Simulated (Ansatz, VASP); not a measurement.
Mg3Sn2N2 in VASP and in Ansatz

INCAR

```
SYSTEM = Mg3Sn2N2
  PREC = Accurate
  ENCUT = 600
  EDIFF = 1E-6
  ISMEAR = 0
  SIGMA = 0.2
  LREAL = .False.
  LASPH = .True.
  NELM = 100
  ALGO = Normal
  ISIF = 3
  LWAVE = .False.
  LCHARG = .False.
  GGA = PE
  IBRION = 2
  NSW = 36
  EDIFFG = -0.08
```

KPOINTS

```
regular mesh
0
Gamma
  4 4 2
  0 0 0
```

Contents of POSCAR:

```
Mg3Sn2N2
1.0
    4.3435953700      0.0000000000      0.0000000000
   -2.1717976800      3.7616639300      0.0000000000
    0.0000000000      0.0000000000      7.5881615900
Mg Sn N
3 2 2
Direct
    0.0000000000      0.0000000000      0.3500906000
    0.0000000000      0.0000000000      0.6499094000
    0.0000000000      0.0000000000      0.0000000000
    0.3333333300      0.6666666700      0.0000000000
    0.6666666700      0.3333333300      0.0000000000
    0.3333333300      0.6666666700      0.5000000000
    0.6666666700      0.3333333300      0.5000000000
```

Input for Ansatz:

```yaml
crystal:
  lattice:
    - [4.34359537, 0.0, 0.0]
    - [-2.17179768, 3.76166393, 0.0]
    - [0.0, 0.0, 7.58816159]
  atoms:
    - { symbol: Mg, position: [0.0, 0.0, 0.3500906] }
    - { symbol: Mg, position: [0.0, 0.0, 0.6499094] }
    - { symbol: Mg, position: [0.0, 0.0, 0.0] }
    - { symbol: Sn, position: [0.33333333, 0.66666667, 0.0] }
    - { symbol: Sn, position: [0.66666667, 0.33333333, 0.0] }
    - { symbol: "N", position: [0.33333333, 0.66666667, 0.5] }
    - { symbol: "N", position: [0.66666667, 0.33333333, 0.5] }
basis:
  ecutwfc: 420
kpoints:
  mp_grid: { grid: [4, 4, 2] }
hamiltonian:
  xc: pbe
scf:
  occupations: { method: gaussian, width: 0.2 }
  lower_state_search: "off"
output:
  forces: true
  stress: true
  eigenvalues: true
relax:
  adjacent_minimum: "off"
  f_tol: 0.08
  max_steps: 16
  cell: { stress_tol: 0.8 }
```

Alike in both runs: task relaxation of cell and atoms; functional PBE; k mesh 4 × 4 × 2; occupations gaussian, width 0.2 eV; no spin polarisation.

```csv
,VASP,Ansatz
version,VASP 6.6.1,Ansatz 0.2.0
potentials or method,"VASP PAW PBE potentials, release 64 (Mg, Sn_d, N), cutoff 600 eV","scalar-relativistic, plane waves, PAW"
valence electrons in the cell,44,68
```

Ansatz gave:

```
gap on the k mesh at the Fermi level, each at its own relaxed structure (eV) : none
relaxed volume (Å³/atom)                                                     : 23.89
relaxed length of the cell vector where the two differ most in proportion (Å)              : 8.593
```

Task: Which values does VASP return?

Result: gap on the k mesh at the Fermi level, each at its own relaxed structure (eV): none; relaxed volume (Å³/atom): 24.11; relaxed length of the cell vector where the two differ most in proportion (Å): 8.625.

A gap of «none» marks a metal or a gap that the smearing closes. VASP's potentials hold 44 valence electrons a cell and Ansatz's 68, so a difference there can come from the potentials and not from the codes.

The k mesh is coarse, so the values compare programs but aren't converged. Noted on VASP's run: the volume moved by over 15 % at a fixed basis, so the end points are rough.
